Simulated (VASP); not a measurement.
# InSb (F-43m) in VASP: single point with PBEsol

Aim: the single point of InSb with PBEsol.

All numbers are computed with VASP 6.6.1; they aren't measurements. Logs are shortened: lines on timing, memory, paths and dates and some standing lists are left out, and cuts for length are marked.

**What was measured.**

From “Electronic Structure and Epitaxy of CdTe Shells on InSb Nanowires”, 2021, arxiv:2111.05126, for a bulk crystal of InSb: band gap 0.24 eV.

How close the calculation comes is told below.

## Step 1: The cell of the first run

Symmetry: F-43m, No. 216, cubic system. The conventional cell has a = 6.605 Å, b = 6.605 Å, c = 6.605 Å, α = 90.00°, β = 90.00°, γ = 90.00°. Within 3.8 Å of In (site symmetry -43m) lie 4 Sb at 2.86 Å. Sb (site symmetry -43m) has 4 In at 2.86 Å within 3.8 Å.

## Step 2: Single point, PBEsol

Contents of INCAR:

```
SYSTEM = InSb
ALGO = Normal ; EDIFF = 1E-6
ENCUT = 520 ; GGA = PS
ISIF = 2 ; ISMEAR = -1
LASPH = .True. ; LCHARG = .False.
LREAL = .False. ; LWAVE = .False.
NBANDS = 16 ; NELM = 80
PREC = Accurate ; SIGMA = 0.03
```

Contents of KPOINTS:

```
k-points
0
Gamma
  10 10 10
  0 0 0
```

Contents of POSCAR:

```
InSb
1.0
    0.0000000000      3.3026278931      3.3026278931
    3.3026278931      0.0000000000      3.3026278931
    3.3026278931      3.3026278931      0.0000000000
In Sb
1 1
Direct
    0.0000000000      0.0000000000      0.0000000000
    0.7500000000      0.7500000000      0.7500000000
```

Potentials or basis: VASP PAW PBE potentials, release 64 (In_d, Sb).

Command:

```console
cat potpaw_PBE.64/In_d/POTCAR potpaw_PBE.64/Sb/POTCAR > POTCAR
mpirun -np 1 vasp_std > vasp.out
```

OUTCAR:

```text
SYSTEM = InSb
   EDIFF = 1E-6
   ENCUT = 520
   GGA = PS
   ISIF = 2
   ISMEAR = -1
   LASPH = .True.
   LREAL = .False.
   NELM = 80
   PREC = Accurate

 ion  position               nearest neighbor table
   1  0.000  0.000  0.000-   2 2.86   2 2.86   2 2.86   2 2.86
   2  0.750  0.750  0.750-   1 2.86   1 2.86   1 2.86   1 2.86

  LATTYP: Found a face centered cubic cell.
 ALAT       =     6.6052557862

  Lattice vectors:

 A1 = (   0.0000000000,   3.3026278931,   3.3026278931)
 A2 = (   3.3026278931,   0.0000000000,   3.3026278931)
 A3 = (   3.3026278931,   3.3026278931,   0.0000000000)

Analysis of symmetry for initial positions (statically):
=====================================================================
 Subroutine PRICEL returns:
 Original cell was already a primitive cell.

 Routine SETGRP: Setting up the symmetry group for a
 face centered cubic supercell.

 Subroutine GETGRP returns: Found 24 space group operations
 (whereof 24 operations were pure point group operations)
 out of a pool of 48 trial point group operations.

The static configuration has the point symmetry T_d .

Analysis of symmetry for dynamics (positions and initial velocities):
=====================================================================
 Subroutine PRICEL returns:
 Original cell was already a primitive cell.

 Routine SETGRP: Setting up the symmetry group for a
 face centered cubic supercell.

 Subroutine GETGRP returns: Found 24 space group operations
 (whereof 24 operations were pure point group operations)
 out of a pool of 48 trial point group operations.

The dynamic configuration has the point symmetry T_d .

 Subroutine INISYM returns: Found 24 space group operations
 (whereof 24 operations are pure point group operations),
 and found     1 'primitive' translations

----------------------------------------------------------------------------------------

                                     Primitive cell

  volume of cell :      72.0458

  direct lattice vectors                    reciprocal lattice vectors
     0.000000000  3.302627893  3.302627893    -0.151394591  0.151394591  0.151394591
     3.302627893  0.000000000  3.302627893     0.151394591 -0.151394591  0.151394591
     3.302627893  3.302627893  0.000000000     0.151394591  0.151394591 -0.151394591

  length of vectors
     4.670621158  4.670621158  4.670621158     0.262223124  0.262223124  0.262223124

  position of ions in fractional coordinates (direct lattice)
     0.000000000  0.000000000  0.000000000
     0.750000000  0.750000000  0.750000000

  ion indices of the primitive-cell ions
   primitive index   ion index
                 1           1
                 2           2

----------------------------------------------------------------------------------------

 KPOINTS: k-points

Automatic generation of k-mesh.
 Grid dimensions read from file:
 generate k-points for:   10   10   10

 Generating k-lattice:

  Cartesian coordinates                     Fractional coordinates (reciprocal lattice)
    -0.015139459  0.015139459  0.015139459     0.100000000  0.000000000  0.000000000
     0.015139459 -0.015139459  0.015139459     0.000000000  0.100000000  0.000000000
     0.015139459  0.015139459 -0.015139459     0.000000000  0.000000000  0.100000000

  Length of vectors
     0.026222312  0.026222312  0.026222312

  Shift w.r.t. Gamma in fractional coordinates (k-lattice)
     0.000000000  0.000000000  0.000000000

 Subroutine IBZKPT returns following result:
 ===========================================

 Found     47 irreducible k-points:

 Following reciprocal coordinates:
            Coordinates               Weight
  0.000000  0.000000  0.000000      1.000000
  0.100000  0.000000  0.000000      8.000000
  0.200000  0.000000  0.000000      8.000000
  0.300000  0.000000  0.000000      8.000000
  0.400000  0.000000  0.000000      8.000000
  0.500000  0.000000  0.000000      4.000000
[... 16 lines left out ...]
  0.300000  0.300000  0.000000      6.000000
  0.400000  0.300000  0.000000     24.000000
 [... further k-points ...]
   k-points           NKPTS =     47   k-points in BZ     NKDIM =     47   number of bands    NBANDS=     16
   number of dos      NEDOS =    301   number of ions     NIONS =      2
   total plane-waves  NPLWV =  46656
   dimension x,y,z NGX =    36 NGY =   36 NGZ =   36
   dimension x,y,z NGXF=    72 NGYF=   72 NGZF=   72
   ions per type =               1   1
   NGX,Y,Z   is equivalent  to a cutoff of  12.81, 12.81, 12.81 a.u.
   NGXF,Y,Z  is equivalent  to a cutoff of  25.63, 25.63, 25.63 a.u.
 SYSTEM =  InSb
   PREC   = accura    normal or accurate (medium, high low for compatibility)
   ISTART =      0    job   : 0-new  1-cont  2-samecut
   ICHARG =      2    charge: 1-file 2-atom 10-const
   ISPIN  =      1    spin polarized calculation?
   LNONCOLLINEAR =      F non collinear calculations
   LSORBIT =      F    spin-orbit coupling
   LASPH  =      T    aspherical Exc in radial PAW
   ENCUT  =  520.0 eV  38.22 Ry    6.18 a.u.   8.68  8.68  8.68*2*pi/ulx,y,z
   NELM   =     80;   NELMIN=  2; NELMDL= -5     # of ELM steps
   EDIFF  = 0.1E-05   stopping-criterion for ELM
   LREAL  =      F    real-space projection
   EDIFFG = 0.1E-04   stopping-criterion for IOM
   NSW    =      0    number of steps for IOM
   IBRION =     -1    ionic relax: 0-MD 1-quasi-New 2-CG
   NFREE  =      0    steps in history (QN), initial steepest desc. (CG)
   ISIF   =      2    stress and relaxation
   ISYM   =      2    0-nonsym 1-usesym 2-fastsym
   POTIM  = 0.5000    time-step for ionic-motion
   TEBEG  =    0.0;   TEEND  =   0.0 temperature during run
   PSTRESS=    0.0 pullay stress
   NELECT =      18.0000    total number of electrons
   NUPDOWN=      -1.0000    fix difference up-down
   EMIN   =  10.00;   EMAX   =-10.00  energy-range for DOS
   EFERMI =   0.00;   METHOD = LEGACY
   ISMEAR =    -1;   SIGMA  =   0.03  broadening in eV -4-tet -1-fermi 0-gaus
   EFERMI_NEDOS =   21; number of points for ismear=-14 and -15
   IALGO  =     38    algorithm
   IMIX   =      4    mixing-type and parameters
     AMIX     =   0.40;   BMIX     =  1.00
     AMIX_MAG =   1.60;   BMIX_MAG =  1.00
  volume/ion in A,a.u.               =      36.02       243.09
  Fermi-wavevector in a.u.,A,eV,Ry     =   1.031089  1.948475 14.464951  1.063144
  Thomas-Fermi vector in A             =   2.165219
   LORBIT       =      0    0 simple, 1 ext, 2 COOP (PROOUT), +10 PAW based schemes
   GGA     = PS    functional components
   LHFCALC =     F    Hartree Fock is set to
   AEXX    =    0.0000 exact exchange contribution
   IVDW    =     0    specifies the selected vdW correction
   LEPSILON=     F    determine dielectric tensor
   LRPA    =     F    only Hartree local field effects (RPA)
 non-spin polarized calculation
  energy-cutoff  :      520.00
  volume of cell :       72.05
 maximum number of plane-waves:      1964
   NGX = 17   NGY = 17   NGZ = 17

 number of electron      18.0000006 magnetization

 Free energy of the ion-electron system (eV)
  ---------------------------------------------------
  ext. energy  EPLUGINS =         0.00000000
  ---------------------------------------------------
  free energy    TOTEN  =        -7.68664449 eV

  energy without entropy =       -7.68648705  energy(sigma->0) =       -7.68656577

 E-fermi :   4.3974     XC(G=0):  -8.6244

 val. band max:        4.3705862423   @ k =   0.0000   0.0000   0.0000
 cond. band min:       4.7460673263   @ k =   0.5000   0.0000   0.0000
 fundamental gap:      0.3754810839
 Fermi energy:         4.3973912508

 k-point     1 :       0.0000    0.0000    0.0000
  band No.  band energies     occupation
      1     -10.0552      2.00000
      2     -10.0552      2.00000
      3     -10.0552      2.00000
      4      -9.9839      2.00000
      5      -9.9839      2.00000
      6      -6.0244      2.00000
[... 8 lines left out ...]
     15      12.5362      0.00000
     16      12.5362      0.00000

 k-point     2 :       0.1000    0.0000    0.0000
  band No.  band energies     occupation
      1     -10.0590      2.00000
      2     -10.0535      2.00000
      3     -10.0535      2.00000
      4      -9.9840      2.00000
      5      -9.9840      2.00000
      6      -5.9405      2.00000
[... 8 lines left out ...]
     15      11.9210      0.00000
     16      11.9210      0.00000

 k-point     3 :       0.2000    0.0000    0.0000
  band No.  band energies     occupation
      1     -10.0687      2.00000
      2     -10.0492      2.00000
      3     -10.0492      2.00000
      4      -9.9841      2.00000
      5      -9.9841      2.00000
      6      -5.6995      2.00000
[... 8 lines left out ...]
     15      11.5401      0.00000
     16      11.5401      0.00000

 k-point     4 :       0.3000    0.0000    0.0000
  band No.  band energies     occupation
      1     -10.0805      2.00000
      2     -10.0444      2.00000
      3     -10.0444      2.00000
      4      -9.9837      2.00000
      5      -9.9837      2.00000
      6      -5.3411      2.00000
[... 8 lines left out ...]
     15      11.7684      0.00000
     16      11.7684      0.00000

 k-point     5 :       0.4000    0.0000    0.0000
  band No.  band energies     occupation
      1     -10.0901      2.00000
      2     -10.0410      2.00000
      3     -10.0410      2.00000
      4      -9.9828      2.00000
      5      -9.9828      2.00000
      6      -4.9686      2.00000
[... 8 lines left out ...]
     15      12.5740      0.00000
     16      12.5740      0.00000

 k-point     6 :       0.5000    0.0000    0.0000
  band No.  band energies     occupation
      1     -10.0937      2.00000
      2     -10.0398      2.00000
      3     -10.0398      2.00000
      4      -9.9824      2.00000
      5      -9.9824      2.00000
      6      -4.7924      2.00000
[... 8 lines left out ...]
     15      13.3586      0.00000
     16      13.3586      0.00000
[... 267 lines left out ...]
 k-point    21 :      -0.3000    0.2000    0.0000
  band No.  band energies     occupation
      1     -10.0943      2.00000
      2     -10.0370      2.00000
      3     -10.0370      2.00000
      4      -9.9851      2.00000
      5      -9.9839      2.00000
      6      -4.8533      2.00000
[... 8 lines left out ...]
     15      12.1982      0.00000
     16      13.5102      0.00000

 k-point    22 :      -0.2000    0.2000    0.0000
  band No.  band energies     occupation
      1     -10.0855      2.00000
      2     -10.0424      2.00000
      3     -10.0400      2.00000
      4      -9.9860      2.00000
      5      -9.9829      2.00000
      6      -5.2144      2.00000
[... 8 lines left out ...]
     15      12.4402      0.00000
     16      12.9298      0.00000

 k-point    23 :       0.3000    0.3000    0.0000
  band No.  band energies     occupation
      1     -10.0998      2.00000
      2     -10.0320      2.00000
      3     -10.0320      2.00000
      4      -9.9933      2.00000
      5      -9.9789      2.00000
      6      -5.0917      2.00000
[... 8 lines left out ...]
     15      13.4213      0.00000
     16      13.6888      0.00000

 k-point    24 :       0.4000    0.3000    0.0000
  band No.  band energies     occupation
      1     -10.1074      2.00000
      2     -10.0283      2.00000
      3     -10.0275      2.00000
      4      -9.9946      2.00000
      5      -9.9782      2.00000
      6      -4.7808      2.00000
[... 8 lines left out ...]
     15      13.8357      0.00000
     16      14.0911      0.00000

 [... further k-points ...]
[... 5 lines left out ...]
  --------------------------------------------------------------------------------------
  -------------------------------------------------------------------------------------
  Total       -0.6839239     -0.6839239     -0.6839239     -0.0000000      0.0000000      0.0000000
  in kB      -15.2093082    -15.2093082    -15.2093082     -0.0000000      0.0000000      0.0000000
  external PRESSURE =     -15.2093082 kB  Pullay stress =       0.0000000 kB

 VOLUME and BASIS-vectors are now :
 -----------------------------------------------------------------------------
  energy-cutoff  :      520.00
  volume of cell :       72.05
      direct lattice vectors                 reciprocal lattice vectors
     0.000000000  3.302627893  3.302627893    -0.151394591  0.151394591  0.151394591
     3.302627893  0.000000000  3.302627893     0.151394591 -0.151394591  0.151394591
     3.302627893  3.302627893  0.000000000     0.151394591  0.151394591 -0.151394591

 POSITION                                       TOTAL-FORCE (eV/Angst)
 -----------------------------------------------------------------------------------
      0.00000      0.00000      0.00000         0.000000      0.000000      0.000000
      4.95394      4.95394      4.95394        -0.000000     -0.000000     -0.000000
 -----------------------------------------------------------------------------------
    total drift:                                0.000000      0.000000      0.000000

  FREE ENERGIE OF THE ION-ELECTRON SYSTEM (eV)
  ---------------------------------------------------
  free  energy   TOTEN  =        -7.6866444896 eV

  energy  without entropy=       -7.6864870478  energy(sigma->0) =       -7.68656577
```

Run time: 53 s. Hardware: 1 thread of AMD EPYC 7R13 (Zen 3), shared host; peak memory 0.2 GiB.

Results:

```yaml
Free_energy: -7.6866 eV
Pressure: -1.5 GPa
Band_gap_on_the_k_mesh: zero (filled and empty bands touch)
```

Caveat: the PAW data sets were made with another functional, which shifts forces and pressure a little; spin-orbit coupling is left out, which moves the levels of the heavy elements.

## Step 3: Comparison with measurements

Step 2. A measured gap of InSb is 0.24 eV (quoted in “Electronic Structure and Epitaxy of CdTe Shells on InSb Nanowires”, 2021, arxiv:2111.05126); the calculated 0.00 eV misses it by -0.24 eV. Spin-orbit coupling on In, Sb is left out. The value is that of PBEsol on a finite k mesh, which can miss the band edges, without temperature or zero-point motion. Semilocal functionals fall short of measured gaps as a rule.
